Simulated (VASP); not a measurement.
A run of VASP 6.6.1 is set up as follows.

INCAR

```
SYSTEM = Li4TmGe
  PREC = Accurate
  ENCUT = 750
  EDIFF = 1E-6
  ISMEAR = 0
  SIGMA = 0.2
  LREAL = .FALSE.
  LASPH = .TRUE.
  NELM = 200
  ALGO = Normal
  ISIF = 2
  LWAVE = .FALSE.
  LCHARG = .FALSE.
  GGA = PE
  NBANDS = 26
  GGA_COMPAT = .FALSE.
  LMAXMIX = 6
```

KPOINTS

```
Automatic mesh
0
G
  5 5 5
  0 0 0
```

File POSCAR:

```
Li4TmGe
1.0
   -2.2648511466      2.2648511466      5.6426163644
    2.2648511466     -2.2648511466      5.6426163644
    2.2648511466      2.2648511466     -5.6426163644
Li Tm Ge
4 1 1
Direct
    0.7500000000      0.2500000000      0.5000000000
    0.2500000000      0.7500000000      0.5000000000
    0.2955124690      0.2955124690      0.0000000000
    0.7044875310      0.7044875310      0.0000000000
    0.0000000000      0.0000000000      0.0000000000
    0.5000000000      0.5000000000      0.0000000000
```

Potentials or basis: VASP PAW PBE potentials, release 64 (Li_sv, Tm_3, Ge_d), 4f in core.

Launch:

```bash
$ cat potpaw_PBE.64/Li_sv/POTCAR potpaw_PBE.64/Tm_3/POTCAR potpaw_PBE.64/Ge_d/POTCAR > POTCAR
$ mpirun -np 1 vasp_std > vasp.out
```

(1) Estimate the largest force.

(2) Estimate the band gap on the k mesh.

Answers

(1) 0.075 eV/Å.

(2) zero (an odd number of electrons rules out a gap without spin polarisation).

Caveat: spin-orbit coupling is left out, which moves the levels of the heavy elements; the 4f electrons are frozen in the core, so they carry no moment and show no levels.
